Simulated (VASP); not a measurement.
The system is TaN.

```xyz
2
Lattice="0.0000 2.2260 2.2260 2.2260 0.0000 2.2260 2.2260 2.2260 0.0000" Properties=species:S:1:pos:R:3 pbc="T T T"
Ta    2.2260    2.2260    2.2260
N     0.0000    0.0000    0.0000
```

Base run:

| Item | Value |
| --- | --- |
| Program | VASP 6.6.1 |
| Functional | PBE |
| Potentials or basis | VASP PAW PBE potentials, release 64 (Ta_pv, N) |
| Cutoff | 520 eV |
| k mesh | 10 × 10 × 10 |
| Occupations | fermi-dirac, width 0.05 eV |
| Spin | no spin polarisation |

Its results: band gap on the k mesh zero (band 8 reaches 10.92 eV, above the bottom of band 9 at 7.12 eV); pressure -6.8 GPa.

Problem. The run is repeated on the same cell with these changes: functional from PBE to r2SCAN. What comes out?

Solution. Band gap on the k mesh zero (band 8 reaches 11.00 eV, above the bottom of band 9 at 7.13 eV); pressure -10.6 GPa.

Caveats: spin-orbit coupling is left out, which moves the levels of the heavy elements; the PAW data sets were made with another functional, which shifts forces and pressure a little (some runs).
